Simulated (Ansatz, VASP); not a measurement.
**Sr2O in VASP and in Ansatz**

INCAR

```
SYSTEM = Sr2O
  ALGO = Normal
  EDIFF = 1E-6
  EDIFFG = -0.01
  ENCUT = 600
  GGA = PE
  IBRION = 2
  ISIF = 3
  ISMEAR = 0
  LASPH = .True.
  LCHARG = .False.
  LREAL = .False.
  LWAVE = .False.
  NELM = 100
  NSW = 100
  PREC = Accurate
  SIGMA = 0.1
```

The input KPOINTS:

```
k-points
0
Gamma
  6 6 10
  0 0 0
```

Contents of POSCAR:

```
Sr2O
1.0
    6.5343390919      0.0000000000      0.0000000000
    0.0000000000      6.5343390919      0.0000000000
    0.0000000000      0.0000000000      3.7405139797
Sr O
4 2
Direct
    0.6969551546      0.6969551546      0.0000000000
    0.8030448454      0.1969551546      0.5000000000
    0.3030448454      0.3030448454      0.0000000000
    0.1969551546      0.8030448454      0.5000000000
    0.5000000000      0.5000000000      0.5000000000
    0.0000000000      0.0000000000      0.0000000000
```

Input for Ansatz:

```yaml
crystal:
  lattice:
    - [6.5343390919, 0.0, 0.0]
    - [0.0, 6.5343390919, 0.0]
    - [0.0, 0.0, 3.7405139797]
  atoms:
    - { symbol: Sr, position: [0.6969551546, 0.6969551546, 0.0] }
    - { symbol: Sr, position: [0.8030448454, 0.1969551546, 0.5] }
    - { symbol: Sr, position: [0.3030448454, 0.3030448454, 0.0] }
    - { symbol: Sr, position: [0.1969551546, 0.8030448454, 0.5] }
    - { symbol: O, position: [0.5, 0.5, 0.5] }
    - { symbol: O, position: [0.0, 0.0, 0.0] }
basis:
  ecutwfc: 420
kpoints:
  mp_grid: { grid: [6, 6, 10] }
hamiltonian:
  xc: pbe
scf:
  occupations: { method: gaussian, width: 0.1 }
output:
  forces: true
  stress: true
  eigenvalues: true
  write_density: true
  write_potential: true
  elf: true
  volumetric_format: npy
relax:
  adjacent_minimum: "off"
  f_tol: 0.01
  max_steps: 80
  cell: { stress_tol: 0.05 }
```

Change from the starting cell: species swapped into the IrO2 type (P4_2/mnm, No. 136).

Alike in both runs: task relaxation of cell and atoms; functional PBE; k mesh 6 × 6 × 10; occupations gaussian, width 0.1 eV; no spin polarisation.

|  | VASP | Ansatz |
| --- | --- | --- |
| version | VASP 6.6.1 | Ansatz 0.2.0 |
| potentials or method | VASP PAW PBE potentials, release 64 (Sr_sv, O), cutoff 600 eV | scalar-relativistic, plane waves, PAW |
| valence electrons in the cell | 52 | 52 |

Ansatz gave:

| Property | Result |
| --- | --- |
| gap on the k mesh at the Fermi level, each at its own relaxed structure (eV) | none |
| relaxed volume (Å³/atom) | 27.08 |
| relaxed cell length with the largest relative difference (Å) | 3.711 |

Q: Estimate VASP's values.

A: gap on the k mesh at the Fermi level, each at its own relaxed structure (eV): none; relaxed volume (Å³/atom): 27.10; relaxed cell length with the largest relative difference (Å): 3.720.

A gap of «none» marks a metal or a gap that the smearing closes.
